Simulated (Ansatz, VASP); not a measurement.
## Si in VASP and in Ansatz

```
Si
1.0
     3.84963    0.00000    0.00000
    -1.92482    3.33388    0.00000
     0.00000    0.00000   23.07220
Si
6
Cartesian
  0.0000 0.0000 8.0624
  0.0000 2.2226 8.7293
  0.0000 2.2226 11.1568
  1.9248 1.1113 11.9154
  1.9248 1.1113 14.3429
  0.0000 0.0000 15.0098
```

Alike in both runs: task single point; functional r2SCAN; k mesh 9 × 9 × 1; occupations fermi-dirac, width 0.02 eV; no spin polarisation.

```csv
,VASP,Ansatz
version,VASP 6.6.1,Ansatz 0.2.0
potentials or method,"VASP PAW PBE potentials, release 64 (Si)","PAW with Ansatz's default frozen-core files, scalar-relativistic"
plane-wave cutoff (eV),520,500
valence electrons in the cell,24,24
```

Ansatz gave:

* rms of the force components (eV/Å): 0.000

Task: Estimate VASP's values.

Result: rms of the force components (eV/Å): 0.007.

VASP's potentials were made for PBE, not for r2SCAN. Atom by atom the forces differ by 0.007 eV/Å (rms over components). Ansatz's warnings: xc potential rough in thin density.
